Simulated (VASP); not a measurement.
Input of a VASP 6.6.1 run:

The input INCAR:

```
PREC = Accurate ; ENCUT = 520
EDIFF = 1E-6 ; ISMEAR = -1
SIGMA = 0.1 ; LREAL = F
LASPH = T ; NELM = 60
ALGO = Normal ; ISIF = 2
LWAVE = F ; LCHARG = T
GGA = PE ; LELF = T
LVHAR = T ; NBANDS = 12
```

File KPOINTS:

```
Automatic mesh
0
Gamma
  20 20 20
```

File POSCAR:

```
Cd
1.0
    0.0000000000      2.1596643275      2.1596643275
    2.1596643275      0.0000000000      2.1596643275
    2.1596643275      2.1596643275      0.0000000000
Cd
1
Direct
    0.0000000000      0.0000000000      0.0000000000
```

Potentials or basis: VASP PAW PBE potentials, release 64 (Cd).

The run is started by

```sh
$ cat potpaw_PBE.64/Cd/POTCAR > POTCAR
$ mpirun -np 1 vasp_std > vasp.out
```

Question: Predict the band gap on the k mesh.

Answer: Zero (band 6 reaches 5.58 eV, above the bottom of band 7 at 2.26 eV).

Question: Estimate the pressure.

Answer: 8.0 GPa.
